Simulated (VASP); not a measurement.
P:

```
CELL_PARAMETERS angstrom
2.57540 -4.36483 0.00000
2.57540 4.36483 0.00000
0.00000 0.00000 5.15765
ATOMIC_POSITIONS crystal
P 0.15250 0.84750 0.07850
P 0.65250 0.34750 0.42150
P 0.84750 0.15250 0.92150
P 0.34750 0.65250 0.57850
```

* Program: VASP 6.6.1
* Task: relaxation of cell and atoms
* Functional: PBEsol
* Potentials or basis: VASP PAW PBE potentials, release 64 (P)
* Cutoff: 600 eV
* k mesh: 4 × 4 × 4
* Occupations: gaussian, width 0.1 eV
* Spin: no spin polarisation

At the start: pressure -15.8 GPa; volume 28.99 Å³/atom.

Question: How do energy, volume and symmetry change on relaxing?

Answer: Over 48 steps the energy falls by 1464.7 meV/atom and the volume is 15.38 Å³/atom (-46.9 %); space group Cmce (No. 64, to 0.1 Å) before and after.

The path:
```tsv
step	energy change (eV)	largest force (eV/Å)	pressure (GPa)	volume (Å³)
1	0.0000	0.5308	-15.76	115.96
3	-4.2434	0.3045	-1.32	65.91
5	-4.3525	0.3765	0.84	64.05
7	-4.8669	1.8267	17.97	56.58
9	-5.2261	1.1752	9.02	58.83
11	-5.2242	1.2604	10.34	58.44
13	-5.2741	1.3236	9.97	58.83
15	-5.4233	1.0364	5.98	60.17
17	-5.6147	0.2896	-3.57	66.37
19	-5.6205	0.4010	-0.59	63.87
21	-5.6265	0.3201	-1.73	64.60
23	-5.6336	0.2720	-1.60	64.48
25	-5.6559	0.1727	1.58	62.37
27	-5.6678	0.2043	1.24	62.81
29	-5.7003	0.8101	1.57	63.02
31	-5.7143	0.9600	0.82	63.26
33	-5.7184	1.0149	0.38	63.42
35	-5.7625	0.7497	-0.77	63.67
37	-5.7933	0.3829	-2.53	64.12
39	-5.8288	0.1947	-0.18	62.39
41	-5.8326	0.1757	0.20	62.09
43	-5.8465	0.0809	-0.01	61.76
45	-5.8552	0.0474	-0.05	61.61
47	-5.8571	0.0458	-0.01	61.54
48	-5.8587	0.0102	0.16	61.52
```

Final structure:
```
P
1.0
     1.74575   -2.96872    0.00000
     1.74575    2.96872    0.00000
     0.00000    0.00000    5.93510
P
4
Direct
  0.15110 0.84890 0.11441
  0.65110 0.34890 0.38559
  0.84890 0.15110 0.88559
  0.34890 0.65110 0.61441
```

Caveat: the volume moved by over 15 % at a fixed basis, so the end points are rough; the PAW data sets were made with another functional, which shifts forces and pressure a little.
